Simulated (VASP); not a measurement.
# MgO (Pm-3m) in VASP: a series of runs

Runs on MgO. Level: r2SCAN. Tasks: single point.

All numbers are computed with VASP 6.6.1; they aren't measurements. Logs are shortened: lines on timing, memory, paths and dates and some standing lists are left out, and cuts for length are marked.

**1. The cell of the first run**

The structure is cubic, space group Pm-3m (No. 221). The conventional cell has a = 2.624 Å, b = 2.624 Å, c = 2.624 Å, α = 90.00°, β = 90.00°, γ = 90.00°. Mg (site symmetry m-3m) has 8 O at 2.27 Å and 6 Mg at 2.62 Å within 3.0 Å. Within 3.0 Å of O (site symmetry m-3m) lie 8 Mg at 2.27 Å and 6 O at 2.62 Å.

**2. Single point, r2SCAN**

POSCAR

```
MgO
1.0
    2.6238541418      0.0000000000      0.0000000000
    0.0000000000      2.6238541418      0.0000000000
    0.0000000000      0.0000000000      2.6238541418
Mg O
1 1
Direct
    0.0000000000      0.0000000000      0.0000000000
    0.5000000000      0.5000000000      0.5000000000
```

INCAR.step1

```
SYSTEM = MgO
  PREC = Accurate
  ENCUT = 520
  ISMEAR = 0
  SIGMA = 0.05
  LREAL = .FALSE.
  LASPH = .TRUE.
  NELM = 60
  NBANDS = 11
  GGA = PE
  ALGO = Normal
  EDIFF = 1E-4
  LWAVE = .TRUE.
  LCHARG = .FALSE.
```

INCAR.step2

```
SYSTEM = MgO
  PREC = Accurate
  ENCUT = 520
  EDIFF = 1E-6
  ISMEAR = 0
  SIGMA = 0.05
  LREAL = .FALSE.
  LASPH = .TRUE.
  NELM = 60
  ALGO = Normal
  ISIF = 2
  LWAVE = .FALSE.
  LCHARG = .TRUE.
  METAGGA = R2SCAN
  LMIXTAU = .TRUE.
  LELF = .TRUE.
  LVHAR = .TRUE.
  NBANDS = 11
  ISTART = 1
```

KPOINTS

```
Automatic mesh
0
G
  8 8 8
  0 0 0
```

Potentials or basis: VASP PAW PBE potentials, release 64 (Mg, O).

The run is started by

```bash
cat potpaw_PBE.64/Mg/POTCAR potpaw_PBE.64/O/POTCAR > POTCAR
cp INCAR.step1 INCAR
mpirun -np 1 vasp_std > vasp.out
cp INCAR.step2 INCAR
mpirun -np 1 vasp_std > vasp.out
```

OUTCAR:

```text
SYSTEM = MgO
   PREC = Accurate
   ENCUT = 520
   EDIFF = 1E-6
   ISMEAR = 0
   LREAL = .FALSE.
   LASPH = .TRUE.
   NELM = 60
   ISIF = 2
   METAGGA = R2SCAN
   ISTART = 1

 ion  position               nearest neighbor table
   1  0.000  0.000  0.000-   2 2.27   2 2.27   2 2.27   2 2.27   2 2.27   2 2.27   2 2.27   2 2.27

   2  0.500  0.500  0.500-   1 2.27   1 2.27   1 2.27   1 2.27   1 2.27   1 2.27   1 2.27   1 2.27

  LATTYP: Found a simple cubic cell.
 ALAT       =     2.6238541418

  Lattice vectors:

 A1 = (   2.6238541418,   0.0000000000,   0.0000000000)
 A2 = (   0.0000000000,   2.6238541418,   0.0000000000)
 A3 = (   0.0000000000,   0.0000000000,   2.6238541418)

Analysis of symmetry for initial positions (statically):
=====================================================================
 Subroutine PRICEL returns:
 Original cell was already a primitive cell.

 Routine SETGRP: Setting up the symmetry group for a
 simple cubic supercell.

 Subroutine GETGRP returns: Found 48 space group operations
 (whereof 48 operations were pure point group operations)
 out of a pool of 48 trial point group operations.

The static configuration has the point symmetry O_h .

Analysis of symmetry for dynamics (positions and initial velocities):
=====================================================================
 Subroutine PRICEL returns:
 Original cell was already a primitive cell.

 Routine SETGRP: Setting up the symmetry group for a
 simple cubic supercell.

 Subroutine GETGRP returns: Found 48 space group operations
 (whereof 48 operations were pure point group operations)
 out of a pool of 48 trial point group operations.

The dynamic configuration has the point symmetry O_h .

 Subroutine INISYM returns: Found 48 space group operations
 (whereof 48 operations are pure point group operations),
 and found     1 'primitive' translations

----------------------------------------------------------------------------------------

                                     Primitive cell

  volume of cell :      18.0642

  direct lattice vectors                    reciprocal lattice vectors
     2.623854142  0.000000000  0.000000000     0.381118746  0.000000000  0.000000000
     0.000000000  2.623854142  0.000000000     0.000000000  0.381118746  0.000000000
     0.000000000  0.000000000  2.623854142     0.000000000  0.000000000  0.381118746

  length of vectors
     2.623854142  2.623854142  2.623854142     0.381118746  0.381118746  0.381118746

  position of ions in fractional coordinates (direct lattice)
     0.000000000  0.000000000  0.000000000
     0.500000000  0.500000000  0.500000000

  ion indices of the primitive-cell ions
   primitive index   ion index
                 1           1
                 2           2

----------------------------------------------------------------------------------------

 KPOINTS: Automatic mesh

Automatic generation of k-mesh.
 Grid dimensions read from file:
 generate k-points for:    8    8    8

 Generating k-lattice:

  Cartesian coordinates                     Fractional coordinates (reciprocal lattice)
     0.047639843  0.000000000  0.000000000     0.125000000  0.000000000  0.000000000
     0.000000000  0.047639843  0.000000000     0.000000000  0.125000000  0.000000000
     0.000000000  0.000000000  0.047639843     0.000000000  0.000000000  0.125000000

  Length of vectors
     0.047639843  0.047639843  0.047639843

  Shift w.r.t. Gamma in fractional coordinates (k-lattice)
     0.000000000  0.000000000  0.000000000

 Subroutine IBZKPT returns following result:
 ===========================================

 Found     35 irreducible k-points:

 Following reciprocal coordinates:
            Coordinates               Weight
  0.000000  0.000000  0.000000      1.000000
  0.125000  0.000000  0.000000      6.000000
  0.250000  0.000000  0.000000      6.000000
  0.375000  0.000000  0.000000      6.000000
  0.500000  0.000000  0.000000      3.000000
  0.125000  0.125000  0.000000     12.000000
[... 16 lines left out ...]
  0.375000  0.375000  0.125000     24.000000
  0.500000  0.375000  0.125000     24.000000
 [... further k-points ...]
   k-points           NKPTS =     35   k-points in BZ     NKDIM =     35   number of bands    NBANDS=     11
   number of dos      NEDOS =    301   number of ions     NIONS =      2
   total plane-waves  NPLWV =   8000
   dimension x,y,z NGX =    20 NGY =   20 NGZ =   20
   dimension x,y,z NGXF=    40 NGYF=   40 NGZF=   40
   ions per type =               1   1
   NGX,Y,Z   is equivalent  to a cutoff of  12.67, 12.67, 12.67 a.u.
   NGXF,Y,Z  is equivalent  to a cutoff of  25.34, 25.34, 25.34 a.u.
 SYSTEM =  MgO
   PREC   = accura    normal or accurate (medium, high low for compatibility)
   ISTART =      1    job   : 0-new  1-cont  2-samecut
   ICHARG =      0    charge: 1-file 2-atom 10-const
   ISPIN  =      1    spin polarized calculation?
   LNONCOLLINEAR =      F non collinear calculations
   LSORBIT =      F    spin-orbit coupling
   LASPH  =      T    aspherical Exc in radial PAW
   ENCUT  =  520.0 eV  38.22 Ry    6.18 a.u.   4.88  4.88  4.88*2*pi/ulx,y,z
   NELM   =     60;   NELMIN=  2; NELMDL=  0     # of ELM steps
   EDIFF  = 0.1E-05   stopping-criterion for ELM
   LREAL  =      F    real-space projection
   EDIFFG = 0.1E-04   stopping-criterion for IOM
   NSW    =      0    number of steps for IOM
   IBRION =     -1    ionic relax: 0-MD 1-quasi-New 2-CG
   NFREE  =      0    steps in history (QN), initial steepest desc. (CG)
   ISIF   =      2    stress and relaxation
   ISYM   =      2    0-nonsym 1-usesym 2-fastsym
   POTIM  = 0.5000    time-step for ionic-motion
   TEBEG  =    0.0;   TEEND  =   0.0 temperature during run
   PSTRESS=    0.0 pullay stress
   NELECT =       8.0000    total number of electrons
   NUPDOWN=      -1.0000    fix difference up-down
   EMIN   =  10.00;   EMAX   =-10.00  energy-range for DOS
   EFERMI =   0.00;   METHOD = LEGACY
   ISMEAR =     0;   SIGMA  =   0.05  broadening in eV -4-tet -1-fermi 0-gaus
   EFERMI_NEDOS =   21; number of points for ismear=-14 and -15
   IALGO  =     38    algorithm
   IMIX   =      4    mixing-type and parameters
     AMIX     =   0.40;   BMIX     =  1.00
     AMIX_MAG =   1.60;   BMIX_MAG =  1.00
  volume/ion in A,a.u.               =       9.03        60.95
  Fermi-wavevector in a.u.,A,eV,Ry     =   1.247858  2.358110 21.186303  1.557149
  Thomas-Fermi vector in A             =   2.381971
   LORBIT       =      0    0 simple, 1 ext, 2 COOP (PROOUT), +10 PAW based schemes
   METAGGA = R2SCAN    functional components
   LHFCALC =     F    Hartree Fock is set to
   AEXX    =    0.0000 exact exchange contribution
   IVDW    =     0    specifies the selected vdW correction
   LEPSILON=     F    determine dielectric tensor
   LRPA    =     F    only Hartree local field effects (RPA)
 non-spin polarized calculation
 Gauss-broadening in eV      SIGMA  =   0.05
  energy-cutoff  :      520.00
  volume of cell :       18.06
 maximum number of plane-waves:       500
 NGX is ok and might be reduce to    20
   NGX =  9   NGY =  9   NGZ =  9

 number of electron       7.9999999 magnetization

 Free energy of the ion-electron system (eV)
  ---------------------------------------------------
  ext. energy  EPLUGINS =         0.00000000
  ---------------------------------------------------
  free energy    TOTEN  =       -14.52737120 eV

  energy without entropy =      -14.52737120  energy(sigma->0) =      -14.52737120

 E-fermi :   5.1026     XC(G=0): -11.8803

 val. band max:        4.8116871172   @ k =   0.5000   0.5000   0.0000
 cond. band min:       8.2572088038   @ k =   0.0000   0.0000   0.0000
 fundamental gap:      3.4455216866
 Fermi energy:         5.1026483586

 k-point     1 :       0.0000    0.0000    0.0000
  band No.  band energies     occupation
      1     -14.7670      2.00000
      2       3.7538      2.00000
      3       3.7538      2.00000
      4       3.7538      2.00000
      5       8.2572      0.00000
      6      16.2721      0.00000
      7      16.2721      0.00000
      8      26.6917      0.00000
      9      26.6917      0.00000
     10      26.6917      0.00000
     11      33.8388      0.00000

 k-point     2 :       0.1250    0.0000    0.0000
  band No.  band energies     occupation
      1     -14.6138      2.00000
      2       2.5636      2.00000
      3       3.8190      2.00000
      4       3.8190      2.00000
      5       9.1089      0.00000
      6      16.6106      0.00000
      7      16.6117      0.00000
      8      26.3625      0.00000
      9      26.3625      0.00000
     10      26.9771      0.00000
     11      32.5156      0.00000

 k-point     3 :       0.2500    0.0000    0.0000
  band No.  band energies     occupation
      1     -14.2137      2.00000
      2       0.4984      2.00000
      3       3.9812      2.00000
      4       3.9812      2.00000
      5      10.5482      0.00000
      6      16.8161      0.00000
      7      17.6154      0.00000
      8      25.4531      0.00000
      9      25.4531      0.00000
     10      28.5203      0.00000
     11      29.1210      0.00000

 k-point     4 :       0.3750    0.0000    0.0000
  band No.  band energies     occupation
      1     -13.7594      2.00000
      2      -1.1575      2.00000
      3       4.1506      2.00000
      4       4.1506      2.00000
      5      11.9788      0.00000
      6      16.1235      0.00000
      7      19.2170      0.00000
      8      24.4689      0.00000
      9      24.4689      0.00000
     10      25.4437      0.00000
     11      30.2720      0.00000
[... 239 lines left out ...]
 k-point    22 :       0.5000    0.2500    0.1250
  band No.  band energies     occupation
      1     -13.0258      2.00000
      2      -0.8383      2.00000
      3       1.9456      2.00000
      4       3.7893      2.00000
      5      13.4566      0.00000
      6      15.4679      0.00000
      7      17.0963      0.00000
      8      22.8637      0.00000
      9      24.4361      0.00000
     10      25.4176      0.00000
     11      30.7595      0.00000

 k-point    23 :       0.3750    0.3750    0.1250
  band No.  band energies     occupation
      1     -12.8563      2.00000
      2       0.1586      2.00000
      3       0.5131      2.00000
      4       3.9303      2.00000
      5      12.3235      0.00000
      6      16.0945      0.00000
      7      17.4657      0.00000
      8      21.5790      0.00000
      9      24.6229      0.00000
     10      25.5646      0.00000
     11      30.6055      0.00000

 k-point    24 :       0.5000    0.3750    0.1250
  band No.  band energies     occupation
      1     -12.7006      2.00000
      2      -0.2042      2.00000
      3       0.6132      2.00000
      4       4.0421      2.00000
      5      11.7198      0.00000
      6      16.7048      0.00000
      7      17.2125      0.00000
      8      21.0761      0.00000
      9      24.9277      0.00000
     10      25.3511      0.00000
     11      29.8795      0.00000

 [... further k-points ...]
[... 5 lines left out ...]
  --------------------------------------------------------------------------------------
  -------------------------------------------------------------------------------------
  Total       -0.1442330     -0.1442330     -0.1442330      0.0000000      0.0000000      0.0000000
  in kB      -12.7925191    -12.7925191    -12.7925191      0.0000000      0.0000000      0.0000000
  external PRESSURE =     -12.7925191 kB  Pullay stress =       0.0000000 kB

 VOLUME and BASIS-vectors are now :
 -----------------------------------------------------------------------------
  energy-cutoff  :      520.00
  volume of cell :       18.06
      direct lattice vectors                 reciprocal lattice vectors
     2.623854142  0.000000000  0.000000000     0.381118746  0.000000000  0.000000000
     0.000000000  2.623854142  0.000000000     0.000000000  0.381118746  0.000000000
     0.000000000  0.000000000  2.623854142     0.000000000  0.000000000  0.381118746

 POSITION                                       TOTAL-FORCE (eV/Angst)
 -----------------------------------------------------------------------------------
      0.00000      0.00000      0.00000         0.000000      0.000000      0.000000
      1.31193      1.31193      1.31193         0.000000      0.000000      0.000000
 -----------------------------------------------------------------------------------
    total drift:                                0.000000      0.000000      0.000000

  FREE ENERGIE OF THE ION-ELECTRON SYSTEM (eV)
  ---------------------------------------------------
  free  energy   TOTEN  =       -14.5273711989 eV

  energy  without entropy=      -14.5273711989  energy(sigma->0) =      -14.52737120
```

Run time: 16 s. Hardware: 1 thread of Intel Xeon 6975P-C (Granite Rapids), shared host; peak memory 0.12 GiB.

Results:

* Free energy: -14.5274 eV
* Pressure: -1.3 GPa
* Band gap on the k mesh: 3.45 eV, indirect (least direct gap 4.50 eV)

Caveat: the PAW data sets were made with another functional, which shifts forces and pressure a little.

(Continued in part 2 of 2.)
